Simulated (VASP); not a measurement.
# Cu (P3m1) in VASP: further runs, part 2 of 2

VASP 6.6.1.

## Step 4: Single point, PBEsol

This run uses another cell than the first one, of 12.83 Å³/atom.

The input, INCAR:

```
SYSTEM = Cu
  PREC = Accurate
  ENCUT = 520
  EDIFF = 1E-7
  ISMEAR = 0
  SIGMA = 0.15
  LREAL = .False.
  LASPH = .True.
  NELM = 100
  ALGO = Fast
  ISIF = 2
  LWAVE = .False.
  LCHARG = .False.
  GGA = PS
  NBANDS = 54
```

The input, KPOINTS:

```
regular mesh
0
Gamma
  17 17 3
  0 0 0
```

The input, POSCAR:

```
Cu
1.0
   -2.5195435222      0.0000000000      0.0000000000
   -1.2597717611     -2.1819886961      0.0000000000
    0.0000000000      0.0000000000     18.6659939893
Cu
8
Direct
    0.0000000000      0.0000000000      0.8270049467
    0.0000000000      0.0000000000      0.3859356418
    0.3333333333      0.3333333333      0.0551336631
    0.3333333333      0.3333333333      0.4962029680
    1.0000000000      1.0000000000      0.1654009893
    1.0000000000      1.0000000000      0.6064702943
    0.6666666667      0.6666666667      0.2756683156
    0.6666666667      0.6666666667      0.7167376205
```

Potentials or basis: VASP PAW PBE potentials, release 64 (Cu).

On the command line:

```bash
$ cat potpaw_PBE.64/Cu/POTCAR > POTCAR
$ mpirun -np 1 vasp_std > vasp.out
```

OUTCAR:

```text
SYSTEM = Cu
   PREC = Accurate
   ENCUT = 520
   EDIFF = 1E-7
   ISMEAR = 0
   LREAL = .False.
   LASPH = .True.
   NELM = 100
   ISIF = 2
   GGA = PS

 ion  position               nearest neighbor table
   1  0.000  0.000  0.827-   8 2.52   8 2.52   8 2.52
   2  0.000  0.000  0.386-   4 2.52   7 2.52   4 2.52   7 2.52   4 2.52   7 2.52
   3  0.333  0.333  0.055-   5 2.52   5 2.52   5 2.52
   4  0.333  0.333  0.496-   2 2.52   2 2.52   2 2.52   6 2.52   6 2.52   6 2.52
   5  0.000  0.000  0.165-   3 2.52   3 2.52   3 2.52   7 2.52   7 2.52   7 2.52
   6  0.000  0.000  0.606-   8 2.52   8 2.52   8 2.52   4 2.52   4 2.52   4 2.52
   7  0.667  0.667  0.276-   2 2.52   2 2.52   2 2.52   5 2.52   5 2.52   5 2.52
   8  0.667  0.667  0.717-   6 2.52   1 2.52   6 2.52   1 2.52   6 2.52   1 2.52

  LATTYP: Found a hexagonal cell.
 ALAT       =     2.5195435221
 C/A-ratio  =     7.4084824593

  Lattice vectors:

 A1 = (   1.2597717611,   2.1819886961,   0.0000000000)
 A2 = (  -2.5195435222,   0.0000000000,   0.0000000000)
 A3 = (   0.0000000000,   0.0000000000,  18.6659939893)

Analysis of symmetry for initial positions (statically):
=====================================================================
 Subroutine PRICEL returns:
 Original cell was already a primitive cell.

 Routine SETGRP: Setting up the symmetry group for a
 hexagonal supercell.

 Subroutine GETGRP returns: Found  6 space group operations
 (whereof  6 operations were pure point group operations)
 out of a pool of 24 trial point group operations.

The static configuration has the point symmetry C_3v.

Analysis of symmetry for dynamics (positions and initial velocities):
=====================================================================
 Subroutine PRICEL returns:
 Original cell was already a primitive cell.

 Routine SETGRP: Setting up the symmetry group for a
 hexagonal supercell.

 Subroutine GETGRP returns: Found  6 space group operations
 (whereof  6 operations were pure point group operations)
 out of a pool of 24 trial point group operations.

The dynamic configuration has the point symmetry C_3v.

 Subroutine INISYM returns: Found  6 space group operations
 (whereof  6 operations are pure point group operations),
 and found     1 'primitive' translations

----------------------------------------------------------------------------------------

                                     Primitive cell

  volume of cell :     102.6185

  direct lattice vectors                    reciprocal lattice vectors
    -2.519543522  0.000000000  0.000000000    -0.396897292  0.229148758  0.000000000
    -1.259771761 -2.181988696  0.000000000     0.000000000 -0.458297516  0.000000000
     0.000000000  0.000000000 18.665993989     0.000000000  0.000000000  0.053573359

  length of vectors
     2.519543522  2.519543522 18.665993989     0.458297516  0.458297516  0.053573359

  position of ions in fractional coordinates (direct lattice)
     0.000000000  0.000000000  0.827004947
     0.000000000  0.000000000  0.385935642
     0.333333333  0.333333333  0.055133663
[... 45 lines left out ...]
  0.000000  0.000000  0.000000      1.000000
  0.058824  0.000000  0.000000      6.000000
  0.117647 -0.000000  0.000000      6.000000
  0.176471 -0.000000  0.000000      6.000000
  0.235294 -0.000000  0.000000      6.000000
  0.294118 -0.000000  0.000000      6.000000
[... 16 lines left out ...]
 -0.470588  0.117647  0.000000     12.000000
  0.352941  0.176471  0.000000      6.000000
 [... further k-points ...]
   k-points           NKPTS =     90   k-points in BZ     NKDIM =     90   number of bands    NBANDS=     54
   number of dos      NEDOS =    301   number of ions     NIONS =      8
   total plane-waves  NPLWV =  56000
   dimension x,y,z NGX =    20 NGY =   20 NGZ =  140
   dimension x,y,z NGXF=    40 NGYF=   40 NGZF=  280
   ions per type =               8
   NGX,Y,Z   is equivalent  to a cutoff of  13.20, 13.20, 12.47 a.u.
   NGXF,Y,Z  is equivalent  to a cutoff of  26.39, 26.39, 24.94 a.u.
 SYSTEM =  Cu
   PREC   = accura    normal or accurate (medium, high low for compatibility)
   ISTART =      0    job   : 0-new  1-cont  2-samecut
   ICHARG =      2    charge: 1-file 2-atom 10-const
   ISPIN  =      1    spin polarized calculation?
   LNONCOLLINEAR =      F non collinear calculations
   LSORBIT =      F    spin-orbit coupling
   LASPH  =      T    aspherical Exc in radial PAW
   ENCUT  =  520.0 eV  38.22 Ry    6.18 a.u.   4.68  4.68 34.71*2*pi/ulx,y,z
   NELM   =    100;   NELMIN=  2; NELMDL= -5     # of ELM steps
   EDIFF  = 0.1E-06   stopping-criterion for ELM
   LREAL  =      F    real-space projection
   EDIFFG = 0.1E-05   stopping-criterion for IOM
   NSW    =      0    number of steps for IOM
   IBRION =     -1    ionic relax: 0-MD 1-quasi-New 2-CG
   NFREE  =      0    steps in history (QN), initial steepest desc. (CG)
   ISIF   =      2    stress and relaxation
   ISYM   =      2    0-nonsym 1-usesym 2-fastsym
   POTIM  = 0.5000    time-step for ionic-motion
   TEBEG  =    0.0;   TEEND  =   0.0 temperature during run
   PSTRESS=    0.0 pullay stress
   NELECT =      88.0000    total number of electrons
   NUPDOWN=      -1.0000    fix difference up-down
   EMIN   =  10.00;   EMAX   =-10.00  energy-range for DOS
   EFERMI =   0.00;   METHOD = LEGACY
   ISMEAR =     0;   SIGMA  =   0.15  broadening in eV -4-tet -1-fermi 0-gaus
   EFERMI_NEDOS =   21; number of points for ismear=-14 and -15
   IALGO  =     68    algorithm
   IMIX   =      4    mixing-type and parameters
     AMIX     =   0.40;   BMIX     =  1.00
     AMIX_MAG =   1.60;   BMIX_MAG =  1.00
  volume/ion in A,a.u.               =      12.83        86.56
  Fermi-wavevector in a.u.,A,eV,Ry     =   1.555347  2.939179 32.913902  2.419104
  Thomas-Fermi vector in A             =   2.659301
   LORBIT       =      0    0 simple, 1 ext, 2 COOP (PROOUT), +10 PAW based schemes
   GGA     = PS    functional components
   LHFCALC =     F    Hartree Fock is set to
   AEXX    =    0.0000 exact exchange contribution
   IVDW    =     0    specifies the selected vdW correction
   LEPSILON=     F    determine dielectric tensor
   LRPA    =     F    only Hartree local field effects (RPA)
 non-spin polarized calculation
 RMM-DIIS sequential band-by-band and
 Gauss-broadening in eV      SIGMA  =   0.15
  energy-cutoff  :      520.00
  volume of cell :      102.62
 maximum number of plane-waves:      2793
   NGX =  9   NGY =  9   NGZ = 69

 number of electron      88.0000021 magnetization

 Free energy of the ion-electron system (eV)
  ---------------------------------------------------
  ext. energy  EPLUGINS =         0.00000000
  ---------------------------------------------------
  free energy    TOTEN  =       -33.41269617 eV

  energy without entropy =      -33.38037480  energy(sigma->0) =      -33.39653548

 E-fermi :   6.4924     XC(G=0): -12.1919

 val. band max:        6.4760776244   @ k =   0.1176   0.0588   0.0000
 cond. band min:       6.5043459490   @ k =   0.4706   0.1176   0.3333
 fundamental gap:      0.0282683247
 Fermi energy:         6.4924171388

 k-point     1 :       0.0000    0.0000    0.0000
  band No.  band energies     occupation
      1      -3.1409      2.00000
      2      -2.7352      2.00000
      3      -2.1088      2.00000
      4      -1.2599      2.00000
      5      -0.3849      2.00000
      6       0.5089      2.00000
[... 1357 lines left out ...]
     53      17.1478      0.00000
     54      17.3564      0.00000

 [... further k-points ...]

------------------------ aborting loop because EDIFF is reached ----------------------------------------

  FORCE on cell =-STRESS in cart. coord.  units (eV):
  Direction    XX          YY          ZZ          XY          YZ          ZX
  --------------------------------------------------------------------------------------
  -------------------------------------------------------------------------------------
  Total       -1.1003375     -1.1003375     -0.4408443      0.0000000      0.0000000      0.0000000
  in kB      -17.1795190    -17.1795190     -6.8828826      0.0000000      0.0000000      0.0000000
  external PRESSURE =     -13.7473069 kB  Pullay stress =       0.0000000 kB

 VOLUME and BASIS-vectors are now :
 -----------------------------------------------------------------------------
  energy-cutoff  :      520.00
  volume of cell :      102.62
      direct lattice vectors                 reciprocal lattice vectors
    -2.519543522  0.000000000  0.000000000    -0.396897292  0.229148758  0.000000000
    -1.259771761 -2.181988696  0.000000000     0.000000000 -0.458297516  0.000000000
     0.000000000  0.000000000 18.665993989     0.000000000  0.000000000  0.053573359

 POSITION                                       TOTAL-FORCE (eV/Angst)
 -----------------------------------------------------------------------------------
      0.00000      0.00000     15.43687         0.000000     -0.000000      0.095390
      0.00000      0.00000      7.20387         0.000000      0.000000      0.025280
     -1.25977     -0.72733      1.02912         0.000000      0.000000     -0.060094
     -1.25977     -0.72733      9.26212        -0.000000      0.000000     -0.032083
      0.00000      0.00000      3.08737        -0.000000     -0.000000     -0.100342
      0.00000      0.00000     11.32037        -0.000000     -0.000000      0.056687
     -2.51954     -1.45466      5.14562         0.000000     -0.000000     -0.047134
     -2.51954     -1.45466     13.37862         0.000000      0.000000      0.062296
 -----------------------------------------------------------------------------------
    total drift:                               -0.000000     -0.000000     -0.000137

  FREE ENERGIE OF THE ION-ELECTRON SYSTEM (eV)
  ---------------------------------------------------
  free  energy   TOTEN  =       -33.4126961651 eV

  energy  without entropy=      -33.3803748005  energy(sigma->0) =      -33.39653548
```

Run time: 6.6 min. Hardware: 1 thread of Intel Xeon 6975P-C (Granite Rapids), shared host; peak memory 0.45 GiB.

What came out:

```yaml
Free_energy: -33.4127 eV
Pressure: -1.4 GPa
Largest_force: 0.100 eV/Å
Band_gap_on_the_k_mesh: zero (bands 44 and 45 overlap by 4.98 eV)
```

Forces on the atoms (eV/Å):
```
Cu   0.000  0.000  0.095
Cu   0.000  0.000  0.025
Cu   0.000  0.000 -0.060
Cu   0.000  0.000 -0.032
Cu   0.000  0.000 -0.100
Cu   0.000  0.000  0.057
Cu   0.000  0.000 -0.047
Cu   0.000  0.000  0.062
```

Caveat: the PAW data sets were made with another functional, which shifts forces and pressure a little.

## Step 5: Summary

```csv
cell,further INCAR settings,gap on the mesh (eV),pressure (GPa),largest force (eV/Å)
"a = 2.520, b = 2.520, c = 16.866 Å, angles 90.0, 90.0, 60.0°, 8 atoms",ALGO = Fast; EDIFF = 1e-06; NBANDS = 54,none,-1.6,0.77
"a = 2.520, b = 2.520, c = 17.466 Å, angles 90.0, 90.0, 60.0°, 8 atoms",ALGO = Fast; EDIFF = 1e-06; NBANDS = 54,none,-2.1,0.56
"a = 2.520, b = 2.520, c = 18.666 Å, angles 90.0, 90.0, 60.0°, 8 atoms",ALGO = Fast; EDIFF = 1e-07; NBANDS = 54,none,-1.4,0.10
```

Alike in all rows: task single point; level PBEsol; potentials or basis VASP PAW PBE potentials, release 64 (Cu); no spin polarisation; k mesh 17 × 17 × 3; cutoff (eV) 520; smearing gaussian 0.15 eV.

Caveats: the PAW data sets were made with another functional, which shifts forces and pressure a little.

Total energies depend on the potentials used, so only differences within one code and one set of settings carry meaning.

The gap in the log of VASP goes by the Fermi energy; the results here count the filled bands.